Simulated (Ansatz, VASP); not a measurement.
# SnAs in VASP and in Ansatz

```xyz
2
Lattice="0.0000 2.8566 2.8566 2.8566 0.0000 2.8566 2.8566 2.8566 0.0000" Properties=species:S:1:pos:R:3 pbc="T T T"
Sn    0.0000    0.0000    0.0000
As    2.8566    2.8566    2.8566
```

Alike in both runs: task single point; functional PBEsol; k mesh 13 × 13 × 13; occupations fermi-dirac, width 0.05 eV; no spin polarisation.

|  | VASP | Ansatz |
| --- | --- | --- |
| version | VASP 6.6.1 | Ansatz 0.2.0 |
| potentials or method | VASP PAW PBE potentials, release 64 (Sn_d, As), cutoff 520 eV | all-electron LAPW, scalar-relativistic |

|  | VASP | Ansatz | Ansatz less VASP |
| --- | --- | --- | --- |
| pressure (GPa) | 0.0 | 0.0 | -0.08 |

VASP's potentials were made for PBE, not for PBEsol. Ansatz ran all-electron here, and VASP with PAW potentials.
